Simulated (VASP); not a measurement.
# Ge2Sb2Te5 (sol): single point with PBEsol

Crystal: Ge2Sb2Te5 (sol).

```xyz
9
Lattice="4.2941 0.0000 0.0000 -2.1470 3.7188 0.0000 0.0000 0.0000 17.1013" Properties=species:S:1:pos:R:3 pbc="T T T"
Ge    0.0000    2.4792   15.3417
Ge    2.1470    1.2396    1.7596
Sb    0.0000    0.0000   11.6278
Sb    0.0000    0.0000    5.4736
Te    0.0000    0.0000    0.0000
Te    2.1470    1.2396   13.6547
Te    0.0000    2.4792    3.4466
Te    0.0000    2.4792    9.9206
Te    2.1470    1.2396    7.1807
```

| Property | Result |
| --- | --- |
| Program | VASP 6.6.1 |
| Task | single point |
| Functional | PBEsol |
| Potentials or basis | VASP PAW PBE potentials, release 64 (Ge_d, Sb, Te) |
| Cutoff | 520 eV |
| k mesh | 6 × 6 × 1 |
| Occupations | gaussian, width 0.1 eV |
| Spin | no spin polarisation |
| Dipole correction | no |
| Further INCAR settings | ALGO = Normal; EDIFF = 1e-06; NBANDS = 44 |

| Quantity | Value |
| --- | --- |
| Pressure | -2.5 GPa |
| Largest force | 0.103 eV/Å |
| Band gap on the k mesh | 0.27 eV, direct |

Forces on the atoms (eV/Å):
```
Ge   0.000  0.000  0.047
Ge   0.000  0.000 -0.047
Sb   0.000  0.000  0.062
Sb   0.000  0.000 -0.062
Te   0.000  0.000  0.000
Te   0.000  0.000  0.081
Te   0.000  0.000 -0.081
Te   0.000  0.000  0.103
Te   0.000  0.000 -0.103
```

Levels at points of the mesh, in eV from the valence-band top:
| k point | band 32 | band 33 | band 34 | band 35 | band 36 | band 37 |
| --- | --- | --- | --- | --- | --- | --- |
| (0.00, 0.00, 0.00) | -1.17 | -0.84 | 0.00 | 0.27 | 0.27 | 0.27 |
| (0.50, 0.00, 0.00) | -1.52 | -1.31 | -0.84 | 0.43 | 0.92 | 1.03 |

Run time: 4.6 min on 1 thread of AMD EPYC 7R13 (shared host), peak memory 0.35 GiB.

Caveat: the PAW data sets were made with another functional, which shifts forces and pressure a little; spin-orbit coupling is left out, which moves the levels of the heavy elements. A k mesh can miss the band edges.
